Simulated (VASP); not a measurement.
# TaN in VASP: notebook, part 3 of 3

VASP 6.6.1.

### Step 5. Electric field gradients, PBEsol (volume scaled by 0.9405)

File INCAR:

```
PREC = Accurate ; ENCUT = 520
EDIFF = 1E-8 ; ISMEAR = -1
SIGMA = 0.02 ; LREAL = False
LASPH = True ; NELM = 80
ALGO = Normal ; ISIF = 2
LWAVE = False ; LCHARG = False
GGA = PS ; LEFG = True
NBANDS = 15
```

File KPOINTS:

```
Automatic mesh
0
Gamma
  12 12 10
```

File POSCAR:

```
TaN
1.0
    2.8785330664      0.0000000000      0.0000000000
   -1.4392665332      2.4928827612      0.0000000000
    0.0000000000      0.0000000000      2.8246473979
Ta N
1 1
Direct
    0.3333333333      0.6666666667      0.5000000000
    0.0000000000      0.0000000000      0.0000000000
```

Potentials or basis: VASP PAW PBE potentials, release 64 (Ta_pv, N).

Started as:

```
cat potpaw_PBE.64/Ta_pv/POTCAR potpaw_PBE.64/N/POTCAR > POTCAR
mpirun -np 1 vasp_std > vasp.out
```

OUTCAR:

```text
PREC = Accurate
   ENCUT = 520
   EDIFF = 1E-8
   ISMEAR = -1
   LREAL = False
   LASPH = True
   NELM = 80
   ISIF = 2
   GGA = PS

 ion  position               nearest neighbor table
   1  0.333  0.667  0.500-   2 2.18   2 2.18   2 2.18   2 2.18   2 2.18   2 2.18
   2  0.000  0.000  0.000-   1 2.18   1 2.18   1 2.18   1 2.18   1 2.18   1 2.18

  LATTYP: Found a hexagonal cell.
 ALAT       =     2.8785330664
 C/A-ratio  =     0.9812801635

  Lattice vectors:

 A1 = (   2.8785330664,   0.0000000000,   0.0000000000)
 A2 = (  -1.4392665332,   2.4928827612,   0.0000000000)
 A3 = (   0.0000000000,   0.0000000000,   2.8246473979)

Analysis of symmetry for initial positions (statically):
=====================================================================
 Subroutine PRICEL returns:
 Original cell was already a primitive cell.

 Routine SETGRP: Setting up the symmetry group for a
 hexagonal supercell.

 Subroutine GETGRP returns: Found 12 space group operations
 (whereof 12 operations were pure point group operations)
 out of a pool of 24 trial point group operations.

The static configuration has the point symmetry D_3h.

Analysis of symmetry for dynamics (positions and initial velocities):
=====================================================================
 Subroutine PRICEL returns:
 Original cell was already a primitive cell.

 Routine SETGRP: Setting up the symmetry group for a
 hexagonal supercell.

 Subroutine GETGRP returns: Found 12 space group operations
 (whereof 12 operations were pure point group operations)
 out of a pool of 24 trial point group operations.

The dynamic configuration has the point symmetry D_3h.

 Subroutine INISYM returns: Found 12 space group operations
 (whereof 12 operations are pure point group operations),
 and found     1 'primitive' translations

----------------------------------------------------------------------------------------

                                     Primitive cell

  volume of cell :      20.2692

  direct lattice vectors                    reciprocal lattice vectors
     2.878533066  0.000000000  0.000000000     0.347399171  0.200571005  0.000000000
    -1.439266533  2.492882761  0.000000000     0.000000000  0.401142009  0.000000000
     0.000000000  0.000000000  2.824647398     0.000000000  0.000000000  0.354026489

  length of vectors
     2.878533066  2.878533066  2.824647398     0.401142009  0.401142009  0.354026489

  position of ions in fractional coordinates (direct lattice)
     0.333333333  0.666666667  0.500000000
     0.000000000  0.000000000  0.000000000

  ion indices of the primitive-cell ions
   primitive index   ion index
                 1           1
                 2           2

----------------------------------------------------------------------------------------

 KPOINTS: Automatic mesh

Automatic generation of k-mesh.
 Grid dimensions read from file:
 generate k-points for:   12   12   10
[... 76 lines left out ...]
   NUPDOWN=      -1.0000    fix difference up-down
   EMIN   =  10.00;   EMAX   =-10.00  energy-range for DOS
   EFERMI =   0.00;   METHOD = LEGACY
   ISMEAR =    -1;   SIGMA  =   0.02  broadening in eV -4-tet -1-fermi 0-gaus
   EFERMI_NEDOS =   21; number of points for ismear=-14 and -15
   IALGO  =     38    algorithm
   IMIX   =      4    mixing-type and parameters
     AMIX     =   0.40;   BMIX     =  1.00
     AMIX_MAG =   1.60;   BMIX_MAG =  1.00
  volume/ion in A,a.u.               =      10.13        68.39
  Fermi-wavevector in a.u.,A,eV,Ry     =   1.512989  2.859134 31.145575  2.289135
  Thomas-Fermi vector in A             =   2.622840
   LORBIT       =      0    0 simple, 1 ext, 2 COOP (PROOUT), +10 PAW based schemes
   GGA     = PS    functional components
   LHFCALC =     F    Hartree Fock is set to
   AEXX    =    0.0000 exact exchange contribution
   IVDW    =     0    specifies the selected vdW correction
   LEPSILON=     F    determine dielectric tensor
   LRPA    =     F    only Hartree local field effects (RPA)
 non-spin polarized calculation
  energy-cutoff  :      520.00
  volume of cell :       20.27
 maximum number of plane-waves:       574
 NGX is ok and might be reduce to    24
   NGX = 11   NGY = 11   NGZ = 11

 number of electron      15.9999999 magnetization

 Free energy of the ion-electron system (eV)
  ---------------------------------------------------
  ext. energy  EPLUGINS =         0.00000000
  ---------------------------------------------------
  free energy    TOTEN  =       -23.74252693 eV

  energy without entropy =      -23.74242811  energy(sigma->0) =      -23.74247752

 E-fermi :   8.8465     XC(G=0): -13.8431

 val. band max:        8.7115002909   @ k =   0.0000   0.0000   0.4000
 cond. band min:       8.8875352840   @ k =   0.0833   0.0000   0.5000
 fundamental gap:      0.1760349932
 Fermi energy:         8.8465022935

 k-point     1 :       0.0000    0.0000    0.0000
  band No.  band energies     occupation
      1     -25.8558      2.00000
      2     -25.5543      2.00000
      3     -25.5543      2.00000
      4      -9.4639      2.00000
      5       3.9044      2.00000
      6       3.9044      2.00000
      7       4.2224      2.00000
      8       5.7696      2.00000
      9      11.4292      0.00000
     10      12.6367      0.00000
     11      12.6367      0.00000
     12      13.0882      0.00000
     13      13.0882      0.00000
     14      22.1483      0.00000
[... 401 lines left out ...]
      2     -25.8243      2.00000
      3     -25.7612      2.00000
      4      -7.5089      2.00000
      5       0.8147      2.00000
      6       3.4522      2.00000
      7       4.9292      2.00000
      8       5.8581      2.00000
      9      11.6229      0.00000
     10      11.9500      0.00000
     11      13.7101      0.00000
     12      14.1922      0.00000
     13      16.4926      0.00000
     14      22.2665      0.00000
     15      22.5663      0.00000

 [... further k-points ...]
[... 5 lines left out ...]
  --------------------------------------------------------------------------------------
  -------------------------------------------------------------------------------------
  Total        2.4475841      2.4475841      2.8014588     -0.0000000     -0.0000000      0.0000000
  in kB      193.4687808    193.4687808    221.4407261     -0.0000000     -0.0000000      0.0000000
  external PRESSURE =     202.7927625 kB  Pullay stress =       0.0000000 kB

 VOLUME and BASIS-vectors are now :
 -----------------------------------------------------------------------------
  energy-cutoff  :      520.00
  volume of cell :       20.27
      direct lattice vectors                 reciprocal lattice vectors
     2.878533066  0.000000000  0.000000000     0.347399171  0.200571005  0.000000000
    -1.439266533  2.492882761  0.000000000     0.000000000  0.401142009  0.000000000
     0.000000000  0.000000000  2.824647398     0.000000000  0.000000000  0.354026489

 POSITION                                       TOTAL-FORCE (eV/Angst)
 -----------------------------------------------------------------------------------
     -0.00000      1.66192      1.41232        -0.000000      0.000000      0.000000
      0.00000      0.00000      0.00000         0.000000     -0.000000      0.000000
 -----------------------------------------------------------------------------------
    total drift:                                0.000000     -0.000000     -0.000000

  FREE ENERGIE OF THE ION-ELECTRON SYSTEM (eV)
  ---------------------------------------------------
  free  energy   TOTEN  =       -23.7425269261 eV

  energy  without entropy=      -23.7424281073  energy(sigma->0) =      -23.74247752

 Electric field gradients (V/A^2)
---------------------------------------------------------------------
 ion       V_xx      V_yy      V_zz      V_xy      V_xz      V_yz
---------------------------------------------------------------------
   1      -5.222    -5.221    10.443     0.000     0.000    -0.000
   2       0.291     0.292    -0.583     0.000    -0.000     0.000
---------------------------------------------------------------------

 Electric field gradients after diagonalization (V/A^2)
 (convention: |V_zz| > |V_xx| > |V_yy|)
----------------------------------------------------------------------
 ion       V_xx      V_yy      V_zz     asymmetry (V_yy - V_xx)/ V_zz
----------------------------------------------------------------------
   1      -5.222    -5.221    10.443       0.000
   2       0.292     0.291    -0.583       0.002
----------------------------------------------------------------------

           NMR quadrupolar parameters

 Cq : quadrupolar parameter    Cq=e*Q*V_zz/h
 eta: asymmetry parameters     (V_yy - V_xx)/ V_zz
 Q  : nuclear electric quadrupole moment in mb (millibarn)
----------------------------------------------------------------------
 ion       Cq(MHz)       eta       Q (mb)
----------------------------------------------------------------------
   1       0.025       0.000       1.000
   2      -0.001       0.002       1.000
----------------------------------------------------------------------
```

OSZICAR:

```text
N       E                     dE             d eps       ncg     rms          rms(c)
DAV:   1     0.891173579883E+02    0.89117E+02   -0.88065E+03  3428   0.114E+03
DAV:   2    -0.232997890971E+02   -0.11242E+03   -0.10599E+03  4057   0.307E+02
DAV:   3    -0.260271176606E+02   -0.27273E+01   -0.27127E+01  4120   0.449E+01
DAV:   4    -0.260374708171E+02   -0.10353E-01   -0.10351E-01  4232   0.299E+00
DAV:   5    -0.260375225191E+02   -0.51702E-04   -0.51701E-04  4183   0.197E-01    0.270E+01
DAV:   6    -0.238194837167E+02    0.22180E+01   -0.34043E+00  4415   0.224E+01    0.118E+01
DAV:   7    -0.237755181379E+02    0.43966E-01   -0.57402E-01  3546   0.570E+00    0.771E+00
DAV:   8    -0.237498039756E+02    0.25714E-01   -0.11638E-01  4225   0.285E+00    0.157E+00
DAV:   9    -0.237426044321E+02    0.71995E-02   -0.14187E-02  3861   0.992E-01    0.166E-01
DAV:  10    -0.237426050251E+02   -0.59308E-06   -0.10878E-03  4239   0.389E-01    0.815E-02
DAV:  11    -0.237425263881E+02    0.78637E-04   -0.10578E-04  4015   0.113E-01    0.905E-03
DAV:  12    -0.237425270916E+02   -0.70354E-06   -0.12864E-05  3623   0.330E-02    0.560E-03
DAV:  13    -0.237425270280E+02    0.63598E-07   -0.55818E-08  4386   0.208E-03    0.278E-03
DAV:  14    -0.237425269342E+02    0.93828E-07   -0.12562E-08  2932   0.129E-03    0.463E-04
DAV:  15    -0.237425269224E+02    0.11818E-07   -0.18282E-09  1752   0.410E-04    0.208E-04
DAV:  16    -0.237425269261E+02   -0.37294E-08   -0.21374E-10  1710   0.177E-04
   1 F= -.23742527E+02 E0= -.23742478E+02  d E =-.988188E-04
```

Wall time 48 s (1 thread of Intel Xeon Platinum 8259CL at 2.50GHz (Skylake/Cascade Lake), shared host); peak memory 0.16 GiB.

What came out:

| Property | Result |
| --- | --- |
| Free energy | -23.7425 eV |
| Pressure | 20.3 GPa |
| Band gap on the k mesh | zero (band 8 reaches 9.16 eV, above the bottom of band 9 at 8.62 eV) |

Electric field gradients, principal values (V/Å²):
```tsv
atom	least	middle	greatest (by size)
1 Ta	-5.221	-5.222	10.443
2 N	0.291	0.292	-0.583
```

Caveat: without QUAD_EFG the Cq values of the log hold for a quadrupole moment of 1 mb, not for the nuclei; the PAW data sets were made with another functional, which shifts forces and pressure a little; spin-orbit coupling is left out, which moves the levels of the heavy elements.

### Step 6. Electric field gradients, PBEsol (volume scaled by 0.97)

INCAR, as its differences from that of step 5:

```diff
@@ -3,3 +3,3 @@
 SIGMA = 0.02 ; LREAL = False
-LASPH = True ; NELM = 80
+LASPH = True ; NELM = 100
 ALGO = Normal ; ISIF = 2
```

KPOINTS is that of step 5.

File POSCAR:

```
TaN
1.0
    2.9083200731      0.0000000000      0.0000000000
   -1.4541600366      2.5186790657      0.0000000000
    0.0000000000      0.0000000000      2.8538767967
Ta N
1 1
Direct
    0.3333333333      0.6666666667      0.5000000000
    0.0000000000      0.0000000000      0.0000000000
```

Potentials or basis: VASP PAW PBE potentials, release 64 (Ta_pv, N).

Started as:

```
cat potpaw_PBE.64/Ta_pv/POTCAR potpaw_PBE.64/N/POTCAR > POTCAR
mpirun -np 1 vasp_std > vasp.out
```

OUTCAR:

```text
PREC = Accurate
   ENCUT = 520
   EDIFF = 1E-8
   ISMEAR = -1
   LREAL = False
   LASPH = True
   NELM = 100
   ISIF = 2
   GGA = PS

 ion  position               nearest neighbor table
   1  0.333  0.667  0.500-   2 2.20   2 2.20   2 2.20   2 2.20   2 2.20   2 2.20
   2  0.000  0.000  0.000-   1 2.20   1 2.20   1 2.20   1 2.20   1 2.20   1 2.20

  LATTYP: Found a hexagonal cell.
 ALAT       =     2.9083200731
 C/A-ratio  =     0.9812801635

  Lattice vectors:

 A1 = (   2.9083200731,   0.0000000000,   0.0000000000)
[... 645 lines left out ...]
  ---------------------------------------------------
  free  energy   TOTEN  =       -23.7969376048 eV

  energy  without entropy=      -23.7968380854  energy(sigma->0) =      -23.79688785

 Electric field gradients (V/A^2)
---------------------------------------------------------------------
 ion       V_xx      V_yy      V_zz      V_xy      V_xz      V_yz
---------------------------------------------------------------------
   1      -7.598    -7.598    15.196     0.000     0.000    -0.000
   2       0.043     0.044    -0.087     0.001     0.000    -0.000
---------------------------------------------------------------------

 Electric field gradients after diagonalization (V/A^2)
 (convention: |V_zz| > |V_xx| > |V_yy|)
----------------------------------------------------------------------
 ion       V_xx      V_yy      V_zz     asymmetry (V_yy - V_xx)/ V_zz
----------------------------------------------------------------------
   1      -7.598    -7.598    15.196       0.000
   2       0.044     0.042    -0.087       0.021
----------------------------------------------------------------------

           NMR quadrupolar parameters

 Cq : quadrupolar parameter    Cq=e*Q*V_zz/h
 eta: asymmetry parameters     (V_yy - V_xx)/ V_zz
 Q  : nuclear electric quadrupole moment in mb (millibarn)
----------------------------------------------------------------------
 ion       Cq(MHz)       eta       Q (mb)
----------------------------------------------------------------------
   1       0.037       0.000       1.000
   2      -0.000       0.021       1.000
----------------------------------------------------------------------
```

OSZICAR:

```text
N       E                     dE             d eps       ncg     rms          rms(c)
DAV:   1     0.911038374121E+02    0.91104E+02   -0.87399E+03  3420   0.113E+03
DAV:   2    -0.233341152919E+02   -0.11444E+03   -0.10759E+03  4141   0.310E+02
DAV:   3    -0.260996282652E+02   -0.27655E+01   -0.27536E+01  3938   0.450E+01
DAV:   4    -0.261105193281E+02   -0.10891E-01   -0.10888E-01  4428   0.306E+00
DAV:   5    -0.261105795421E+02   -0.60214E-04   -0.60212E-04  3980   0.213E-01    0.253E+01
DAV:   6    -0.238864489023E+02    0.22241E+01   -0.34574E+00  4442   0.224E+01    0.110E+01
DAV:   7    -0.238314892919E+02    0.54960E-01   -0.56912E-01  3686   0.575E+00    0.731E+00
DAV:   8    -0.238044485276E+02    0.27041E-01   -0.13578E-01  4225   0.307E+00    0.151E+00
DAV:   9    -0.237970404727E+02    0.74081E-02   -0.15222E-02  3854   0.102E+00    0.178E-01
DAV:  10    -0.237970205974E+02    0.19875E-04   -0.11191E-03  4239   0.394E-01    0.871E-02
DAV:  11    -0.237969369416E+02    0.83656E-04   -0.10809E-04  4043   0.113E-01    0.927E-03
DAV:  12    -0.237969377644E+02   -0.82280E-06   -0.13710E-05  3595   0.332E-02    0.546E-03
DAV:  13    -0.237969377100E+02    0.54440E-07   -0.39624E-08  4428   0.187E-03    0.277E-03
DAV:  14    -0.237969376146E+02    0.95373E-07   -0.16281E-08  3464   0.137E-03    0.521E-04
DAV:  15    -0.237969376016E+02    0.13056E-07   -0.18965E-09  1752   0.399E-04    0.217E-04
DAV:  16    -0.237969376048E+02   -0.32144E-08   -0.23356E-10  1717   0.179E-04
   1 F= -.23796938E+02 E0= -.23796888E+02  d E =-.995194E-04
```

Run time: 49 s. Hardware: 1 thread of Intel Xeon Platinum 8259CL at 2.50GHz (Skylake/Cascade Lake), shared host; peak memory 0.16 GiB.

Results:

```yaml
Free_energy: -23.7969 eV
Pressure: 7.2 GPa
Band_gap_on_the_k_mesh: zero (band 8 reaches 8.82 eV, above the bottom of band 9 at 8.30 eV)
```

Electric field gradients, principal values (V/Å²):
```
atom   least  middle  greatest (by size)
1 Ta  -7.598  -7.598              15.196
 2 N   0.042   0.044              -0.087
```

Caveat: without QUAD_EFG the Cq values of the log hold for a quadrupole moment of 1 mb, not for the nuclei; the PAW data sets were made with another functional, which shifts forces and pressure a little; spin-orbit coupling is left out, which moves the levels of the heavy elements.

### Step 7. Overview

| cell | gap on the mesh (eV) | pressure (GPa) |
| --- | --- | --- |
| a = 2.850, b = 2.850, c = 2.883 Å, angles 90.0, 90.0, 120.0°, 2 atoms | none | 19.3 |
| a = 2.909, b = 2.909, c = 2.883 Å, angles 90.0, 90.0, 120.0°, 2 atoms | none | 2.9 |
| a = 2.939, b = 2.900, c = 2.884 Å, angles 89.4, 88.3, 118.7°, 2 atoms | none | -3.1 |
| a = 2.879, b = 2.879, c = 2.825 Å, angles 90.0, 90.0, 120.0°, 2 atoms | none | 20.3 |
| a = 2.908, b = 2.908, c = 2.854 Å, angles 90.0, 90.0, 120.0°, 2 atoms | none | 7.2 |

Alike in all rows: task electric field gradients; level PBEsol; potentials or basis VASP PAW PBE potentials, release 64 (Ta_pv, N); no spin polarisation; k mesh 12 × 12 × 10; cutoff (eV) 520; smearing fermi-dirac 0.02 eV.

Caveats: the PAW data sets were made with another functional, which shifts forces and pressure a little; spin-orbit coupling is left out, which moves the levels of the heavy elements.

Total energies depend on the potentials used, so only differences within one code and one set of settings carry meaning.
